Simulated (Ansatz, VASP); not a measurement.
AlN: VASP beside Ansatz

INCAR

```
SYSTEM = AlN
PREC = Accurate
ENCUT = 520
EDIFF = 1E-6
ISMEAR = 0
SIGMA = 0.05
LREAL = .False.
LASPH = .True.
NELM = 100
ALGO = Normal
ISIF = 2
LWAVE = .False.
LCHARG = .False.
GGA = CA
IBRION = 2
NSW = 50
EDIFFG = -0.01
```

File KPOINTS:

```
Automatic mesh
0
Gamma
  9 9 6
  0 0 0
```

Contents of POSCAR:

```
AlN
1.0
    3.1813000000      0.0000000000      0.0000000000
   -1.5906500000      2.7550866171      0.0000000000
    0.0000000000      0.0000000000      4.5481000000
Al N
2 2
Direct
    0.3333333333      0.6666666667      0.0015210172
    0.6666666667      0.3333333333      0.5015210172
    0.3333333333      0.6666666667      0.3834789828
    0.6666666667      0.3333333333      0.8834789828
```

Input for Ansatz:

```yaml
crystal:
  lattice:
    - [3.1813, 0.0, 0.0]
    - [-1.59065, 2.7550866171, 0.0]
    - [0.0, 0.0, 4.5481]
  atoms:
    - { symbol: Al, position: [0.3333333333, 0.6666666667, 0.0015210172] }
    - { symbol: Al, position: [0.6666666667, 0.3333333333, 0.5015210172] }
    - { symbol: "N", position: [0.3333333333, 0.6666666667, 0.3834789828] }
    - { symbol: "N", position: [0.6666666667, 0.3333333333, 0.8834789828] }
basis:
  ecutwfc: 520.0
kpoints:
  mp_grid: { grid: [9, 9, 6] }
hamiltonian:
  xc: lda
  pseudopotentials: { kind: paw, azcp: { folder: soft_1 } }
scf:
  occupations: { method: gaussian, width: 0.05 }
output:
  forces: true
  stress: true
  eigenvalues: true
relax:
  adjacent_minimum: "off"
  f_tol: 0.01
  max_steps: 30
```

Alike in both runs: task relaxation of the atoms; functional LDA; k mesh 9 × 9 × 6; occupations gaussian, width 0.05 eV; no spin polarisation.

```csv
,VASP,Ansatz
version,VASP 6.6.1,Ansatz 0.2.0
potentials or method,"VASP PAW LDA potentials, release 64 (Al, N), cutoff 520 eV","scalar-relativistic, plane waves, PAW"
valence electrons in the cell,16,16
```

|  | VASP | Ansatz | Ansatz less VASP |
| --- | --- | --- | --- |
| gap on the k mesh at the Fermi level, each at its own relaxed structure (eV) | 3.85 | 3.84 | -0.002 |

Ansatz warns that its potentials were made for another functional, while VASP's fit it. LDA's correlation is that of Perdew and Zunger in VASP and of Perdew and Wang (1992) in Ansatz. Ansatz's warnings: stress scf threshold loose.
